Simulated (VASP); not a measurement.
# HfOs3: single point with PBE

The system is HfOs3.

```xyz
4
Lattice="3.9999 0.0000 0.0000 0.0000 3.9999 0.0000 0.0000 0.0000 3.9999" Properties=species:S:1:pos:R:3 pbc="T T T"
Os    0.0000    1.9999    1.9999
Os    1.9999    0.0000    1.9999
Os    1.9999    1.9999    0.0000
Hf    0.0000    0.0000    0.0000
```

| Quantity | Value |
| --- | --- |
| Program | VASP 6.6.1 |
| Task | single point |
| Functional | PBE |
| Potentials or basis | VASP PAW PBE potentials, release 64 (Os, Hf_pv) |
| Cutoff | 520 eV |
| k mesh | 7 × 7 × 7 |
| Occupations | fermi-dirac, width 0.05 eV |
| Spin | no spin polarisation |
| Dipole correction | no |
| Further INCAR settings | ALGO = Normal; EDIFF = 1e-07; NBANDS = 25 |

```json
{
 "Pressure": "-5.5 GPa",
 "Band gap on the k mesh": "zero (band 17 reaches 10.07 eV, above the bottom of band 18 at 6.59 eV)"
}
```

Levels at points of the mesh, in eV from the Fermi level:
```csv
k point,band 13,band 14,band 15,band 16,band 17,band 18,band 19,band 20,band 21,band 22
"(0.00, 0.00, 0.00)",-1.38,0.95,0.95,2.44,3.01,3.01,3.01,3.08,3.08,3.08
```

It took 19 s on 1 thread of AMD EPYC 9R45 96-Core Processor (Zen 5), on a shared host, peak memory 0.15 GiB.

Caveat: spin-orbit coupling is left out, which moves the levels of the heavy elements.
